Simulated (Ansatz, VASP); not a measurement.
Sb in VASP and in Ansatz

File INCAR:

```
PREC = Accurate ; ENCUT = 520
EDIFF = 1E-6 ; ISMEAR = 0
SIGMA = 0.15 ; LREAL = False
LASPH = True ; NELM = 80
ALGO = Normal ; ISIF = 2
LWAVE = False ; LCHARG = True
GGA = PS ; LELF = True
LVHAR = True ; NBANDS = 8
```

The input KPOINTS:

```
regular mesh
0
Gamma
  16 16 16
```

Contents of POSCAR:

```
Sb
1.0
    3.3359083267      0.0000000000      0.0000000000
    0.0000000000      3.3359083267      0.0000000000
    0.0000000000      0.0000000000      2.8355220777
Sb
1
Direct
    0.0000000000      0.0000000000      0.0000000000
```

Input for Ansatz:

```yaml
crystal:
  lattice:
    - [3.3359083267, 0.0, 0.0]
    - [0.0, 3.3359083267, 0.0]
    - [0.0, 0.0, 2.8355220777]
  atoms:
    - { symbol: Sb, position: [0.0, 0.0, 0.0] }
basis:
  ecutwfc: 420
kpoints:
  mp_grid: { grid: [16, 16, 16] }
hamiltonian:
  xc: pbesol
scf:
  occupations: { method: gaussian, width: 0.15 }
output:
  forces: true
  stress: true
  eigenvalues: true
```

Alike in both runs: task single point; functional PBEsol; k mesh 16 × 16 × 16; occupations gaussian, width 0.15 eV; no spin polarisation.

|  | VASP | Ansatz |
| --- | --- | --- |
| version | VASP 6.6.1 | Ansatz 0.2.0 |
| potentials or method | VASP PAW PBE potentials, release 64 (Sb), cutoff 520 eV | scalar-relativistic, plane waves, PAW |
| valence electrons in the cell | 5 | 15 |

```tsv
	VASP	Ansatz	Ansatz less VASP
gap on the k mesh at the Fermi level (eV)	none	none	-
pressure (GPa)	-1.8	-1.9	-0.11
traceless stress, the component that is largest in VASP (GPa)	13.70	13.53	-0.175
```

VASP's potentials were made for PBE, not for PBEsol. A gap of «none» marks a metal or a gap that the smearing closes. The functional is the same, so the differences come from potentials, cutoffs and numerics. VASP's potentials hold 5 valence electrons a cell and Ansatz's 15, so a difference there can come from the potentials and not from the codes.

Spin-orbit coupling is off throughout.
